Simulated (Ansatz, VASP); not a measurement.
**One calculation of Ga, two programs**

```
Ga
1.0
    -1.36767    1.41225    2.22900
     1.41225   -1.36767    2.22900
     1.39575    1.39575   -2.20092
Ga
1
Direct
  0.00000 0.00000 0.00000
```

Change from the starting cell: equal xy, yz and zx shear strains of +2 %, crystal datasets.

Alike in both runs: task electric field gradients; functional PBEsol; k mesh 16 × 16 × 16; occupations fermi-dirac, width 0.03 eV; no spin polarisation.

```csv
,VASP,Ansatz
version,VASP 6.6.1,Ansatz 0.2.0
potentials or method,"VASP PAW PBE potentials, release 64 (Ga_d), cutoff 520 eV","all-electron PAW with datasets made for the crystal, scalar-relativistic"
```

```csv
,VASP,Ansatz,Ansatz less VASP
pressure (GPa),0.7,0.6,-0.05
"traceless stress, the component that is largest in VASP (GPa)",-0.70,-0.70,-0.001
size of Vzz on the site where it differs most (V/Å²),20.5,21.8,+1.26
```

VASP's potentials were made for PBE, not for PBEsol. Ansatz ran all-electron here, and VASP with PAW potentials.
